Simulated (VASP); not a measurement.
Runs of VASP 6.6.1 on VB4Os. The structure is that of space group P-6m2 (No. 187), or close to it. The cells are those of the table. 

| cell | gap on the mesh (eV) | pressure (GPa) | moment (μB) | largest force (eV/Å) |
| --- | --- | --- | --- | --- |
| a = 2.948, b = 2.948, c = 7.636 Å, angles 90.0, 90.0, 120.0°, 6 atoms | none | -18.4 | 0.00 | 0.32 |
| a = 2.778, b = 2.778, c = 7.196 Å, angles 90.0, 90.0, 120.0°, 6 atoms | none | (d) | 0.00 | 0.56 |
| a = 2.901, b = 2.901, c = 7.515 Å, angles 90.0, 90.0, 120.0°, 6 atoms | none | -7.0 | 0.00 | 0.12 |
| a = 2.829, b = 2.829, c = 7.327 Å, angles 90.0, 90.0, 120.0°, 6 atoms | none | 16.9 | 0.00 | 0.25 |
| a = 2.970, b = 2.970, c = 7.694 Å, angles 90.0, 90.0, 120.0°, 6 atoms | none | -23.2 | 0.00 | 0.41 |
| a = 2.925, b = 2.925, c = 7.576 Å, angles 90.0, 90.0, 120.0°, 6 atoms | none | -13.1 | 0.00 | (c) |
| a = 2.853, b = 2.853, c = 7.391 Å, angles 90.0, 90.0, 120.0°, 6 atoms | none | 7.9 | 0.00 | 0.12 |
| a = 2.804, b = 2.804, c = 7.262 Å, angles 90.0, 90.0, 120.0°, 6 atoms | none | 27.1 | 0.00 | (b) |
| a = 2.877, b = 2.877, c = 7.454 Å, angles 90.0, 90.0, 120.0°, 6 atoms | none | (a) | 0.00 | 0.06 |

Alike in all rows: task single point; level PBE; potentials or basis VASP PAW PBE potentials, release 64 (V_sv, B, Os); spin collinear, ferromagnetic start; k mesh 9 × 9 × 3; cutoff (eV) 520; smearing fermi-dirac 0.15 eV.

Estimate the missing entries.

(a) 0.0; (b) 0.40; (c) 0.22; (d) 38.8.

Caveats: spin-orbit coupling is left out, which moves the levels of the heavy elements.

A k mesh can miss the band edges, and the runs leave out spin-orbit coupling on Os.

A gap of «none» marks levels without a gap at the run's occupations.
